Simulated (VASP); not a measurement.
# P in VASP: further runs, part 2 of 2

VASP 6.6.1. The steps go on from the part before.

## (3) Single point, PBE+D3(BJ)

This run uses another cell than the first one, of 128.93 Å³/atom, 1.040 times its volume.

INCAR reads:

```
ALGO = Normal
DIPOL = 0.5 0.5 0.500
EDIFF = 1E-6
ENCUT = 520
GGA = PE
IDIPOL = 3
ISIF = 2
ISMEAR = 0
IVDW = 12
LASPH = T
LCHARG = F
LDIPOL = T
LREAL = F
LWAVE = F
NBANDS = 12
NELM = 60
PREC = Accurate
SIGMA = 0.02
```

KPOINTS reads:

```
k-points
0
Gamma
  9 9 1
```

POSCAR reads:

```
P
1.0
    3.2610000000      0.0000000000      0.0000000000
   -1.6305000000      2.8241088418      0.0000000000
    0.0000000000      0.0000000000     28.0000000000
P
2
Direct
    0.3333333333      0.6666666667      0.5000000000
    0.6666666667      0.3333333333      0.5000000000
```

Potentials or basis: VASP PAW PBE potentials, release 64 (P).

Launch:

```console
$ cat potpaw_PBE.64/P/POTCAR > POTCAR
$ mpirun -np 1 vasp_std > vasp.out
```

Wall time 76 s (1 thread of Intel Xeon Platinum 8259CL at 2.50GHz (Skylake/Cascade Lake), shared host); peak memory 0.33 GiB.

The run converged. Its results:

| Item | Value |
| --- | --- |
| Free energy | -7.2717 eV |
| Band gap on the k mesh | zero (band 5 reaches -1.77 eV, above the bottom of band 6 at -3.66 eV) |
| Dispersion energy per atom | -0.222 eV |

Levels at points of the mesh, in eV from the Fermi level:
```tsv
k point	band 3	band 4	band 5	band 6	band 7	band 8
(0.00, 0.00, 0.00)	-5.67	-5.67	0.40	0.40	1.24	1.72
```

## (4) Single point, PBE+D3(BJ)

This run uses another cell than the first one, of 139.09 Å³/atom, 1.122 times its volume.

INCAR reads:

```
SYSTEM = P
PREC = Accurate
ENCUT = 520
EDIFF = 1E-7
ISMEAR = 0
SIGMA = 0.02
LREAL = .False.
LASPH = .True.
NELM = 80
ALGO = Normal
ISIF = 2
LWAVE = .False.
LCHARG = .True.
LDIPOL = .True.
IDIPOL = 3
DIPOL = 0.5 0.5 0.500
GGA = PE
IVDW = 12
LELF = .True.
LVHAR = .True.
LVACPOTAV = .True.
NBANDS = 12
```

KPOINTS reads:

```
regular mesh
0
Gamma
  9 9 1
  0 0 0
```

POSCAR reads:

```
P
1.0
    3.3870000000      0.0000000000      0.0000000000
   -1.6935000000      2.9332280426      0.0000000000
    0.0000000000      0.0000000000     28.0000000000
P
2
Direct
    0.3333333333      0.6666666667      0.5000000000
    0.6666666667      0.3333333333      0.5000000000
```

Potentials or basis: VASP PAW PBE potentials, release 64 (P).

Launch:

```console
$ cat potpaw_PBE.64/P/POTCAR > POTCAR
$ mpirun -np 1 vasp_std > vasp.out
```

OUTCAR:

```text
SYSTEM = P
   PREC = Accurate
   ENCUT = 520
   EDIFF = 1E-7
   ISMEAR = 0
   LREAL = .False.
   LASPH = .True.
   NELM = 80
   ISIF = 2
   GGA = PE
   IVDW = 12
 IVDW          = 12

 ion  position               nearest neighbor table
   1  0.333  0.667  0.500-   2 1.96   2 1.96   2 1.96
   2  0.667  0.333  0.500-   1 1.96   1 1.96   1 1.96

  LATTYP: Found a hexagonal cell.
 ALAT       =     3.3870000000
 C/A-ratio  =     8.2669028639

  Lattice vectors:

[... 358 lines left out ...]

 vacuum level on the upper side and lower side of the slab       (xc-potential included)        -0.083        -0.083

 Edisp (eV)   -0.41007

 E8    (eV) :    -0.1681

  FORCE on cell =-STRESS in cart. coord.  units (eV):
  Direction    XX          YY          ZZ          XY          YZ          ZX
  --------------------------------------------------------------------------------------
  -------------------------------------------------------------------------------------
  Total      10.34178    10.34178    -0.01041     0.00000     0.00000     0.00000
  in kB      59.56441    59.56441    -0.05995     0.00000     0.00000     0.00000
  external pressure =       39.69 kB  Pullay stress =        0.00 kB

 VOLUME and BASIS-vectors are now :
 -----------------------------------------------------------------------------
  energy-cutoff  :      520.00
  volume of cell :      278.18
      direct lattice vectors                 reciprocal lattice vectors
     3.387000000  0.000000000  0.000000000     0.295246531  0.170460664  0.000000000
    -1.693500000  2.933228043  0.000000000     0.000000000  0.340921328  0.000000000
     0.000000000  0.000000000 28.000000000     0.000000000  0.000000000  0.035714286

 POSITION                                       TOTAL-FORCE (eV/Angst)
 -----------------------------------------------------------------------------------
     -0.00000      1.95549     14.00000         0.000000      0.000000      0.000000
      1.69350      0.97774     14.00000        -0.000000      0.000000      0.000000
 -----------------------------------------------------------------------------------
    total drift:                               -0.000000     -0.000000     -0.000000

  FREE ENERGIE OF THE ION-ELECTRON SYSTEM (eV)
  ---------------------------------------------------
  free  energy   TOTEN  =        -8.2963435761 eV

  energy  without entropy=       -8.2958649899  energy(sigma->0) =       -8.29610428

 vacuum level on the upper side and lower side of the slab         1.452         1.452
```

OSZICAR:

```text
N       E                     dE             d eps       ncg     rms          rms(c)
DAV:   1     0.774330356876E+02    0.77433E+02   -0.29426E+03   288   0.537E+02
DAV:   2     0.591956486889E+00   -0.76841E+02   -0.64454E+02   440   0.100E+02
DAV:   3    -0.797652260005E+01   -0.85685E+01   -0.82815E+01   428   0.443E+01
[... 15 lines left out ...]
DAV:  19    -0.788626978627E+01   -0.34853E-05   -0.33767E-08   428   0.665E-04    0.717E-04
DAV:  20    -0.788627283670E+01   -0.30504E-05   -0.30833E-08   352   0.560E-04    0.259E-04
DAV:  21    -0.788627345103E+01   -0.61433E-06   -0.28479E-09   336   0.191E-04    0.128E-04
DAV:  22    -0.788627362898E+01   -0.17795E-06   -0.75685E-10   324   0.111E-04    0.310E-05
DAV:  23    -0.788627367673E+01   -0.47745E-07   -0.86224E-11   348   0.444E-05
   1 F= -.82963436E+01 E0= -.82961043E+01  d E =-.478586E-03
```

stdout:

```text
POSCAR found type information on POSCAR P
 POSCAR found :  1 types and       2 ions
 scaLAPACK will be used
 LDA part: xc-table for (Slater+PW92), standard interpolation
 POSCAR, INCAR and KPOINTS ok, starting setup
 FFT: planning ... GRIDC
 FFT: planning ... GRID_SOFT
 FFT: planning ... GRID
 WAVECAR not read
 entering main loop
```

Run time: 75 s. Hardware: 1 thread of Intel Xeon Platinum 8259CL at 2.50GHz (Skylake/Cascade Lake), shared host; peak memory 0.39 GiB.

What came out:

```yaml
Free_energy: -8.2963 eV
Band_gap_on_the_k_mesh: zero (band 5 reaches -2.11 eV, above the bottom of band 6 at -3.79 eV)
Dispersion_energy_per_atom: -0.205 eV
Work_function_of_the_upper_face: 4.10 eV
Work_function_of_the_lower_face: 4.10 eV
```

## (5) Single point, PBE+D3(BJ)

This run uses another cell than the first one, of 144.23 Å³/atom, 1.163 times its volume.

INCAR reads:

```
PREC = Accurate ; ENCUT = 520
EDIFF = 1E-6 ; ISMEAR = 0
SIGMA = 0.02 ; LREAL = False
LASPH = True ; NELM = 100
ALGO = Normal ; ISIF = 2
LWAVE = False ; LCHARG = True
LDIPOL = True ; IDIPOL = 3
DIPOL = 0.5 0.5 0.500 ; GGA = PE
IVDW = 12 ; LELF = True
LVHAR = True ; LVACPOTAV = True
NBANDS = 12
```

KPOINTS reads:

```
regular mesh
0
Gamma
  9 9 1
```

POSCAR reads:

```
P
1.0
    3.4490000000      0.0000000000      0.0000000000
   -1.7245000000      2.9869216177      0.0000000000
    0.0000000000      0.0000000000     28.0000000000
P
2
Direct
    0.3333333333      0.6666666667      0.5000000000
    0.6666666667      0.3333333333      0.5000000000
```

Launch:

```console
$ cat potpaw_PBE.64/P/POTCAR > POTCAR
$ mpirun -np 1 vasp_std > vasp.out
```

Wall time 73 s (1 thread of Intel Xeon Platinum 8259CL at 2.50GHz (Skylake/Cascade Lake), shared host); peak memory 0.39 GiB.

Results (log left out):

| Quantity | Value |
| --- | --- |
| Free energy | -8.6282 eV |
| Band gap on the k mesh | zero (band 5 reaches -2.18 eV, above the bottom of band 6 at -3.82 eV) |
| Dispersion energy per atom | -0.197 eV |

Levels at points of the mesh, in eV from the Fermi level:
| k point | band 2 | band 3 | band 4 | band 5 | band 6 | band 7 | band 8 | band 9 |
| --- | --- | --- | --- | --- | --- | --- | --- | --- |
| (0.00, 0.00, 0.00) | -5.95 | -5.22 | -5.22 | -0.46 | 0.72 | 0.72 | 2.50 | 4.04 |

## (6) Overview

| cell | gap on the mesh (eV) | work function (eV) |
| --- | --- | --- |
| a = 3.198, b = 3.198, c = 28.000 Å, angles 90.0, 90.0, 120.0°, 2 atoms | none | 3.51 |
| a = 3.261, b = 3.261, c = 28.000 Å, angles 90.0, 90.0, 120.0°, 2 atoms | none | - |
| a = 3.387, b = 3.387, c = 28.000 Å, angles 90.0, 90.0, 120.0°, 2 atoms | none | 4.10 |
| a = 3.449, b = 3.449, c = 28.000 Å, angles 90.0, 90.0, 120.0°, 2 atoms | none | - |

Alike in all rows: task single point; level PBE+D3(BJ); potentials or basis VASP PAW PBE potentials, release 64 (P); no spin polarisation; k mesh 9 × 9 × 1; cutoff (eV) 520; smearing gaussian 0.02 eV.

Absolute energies hang on the potentials; compare differences alone.
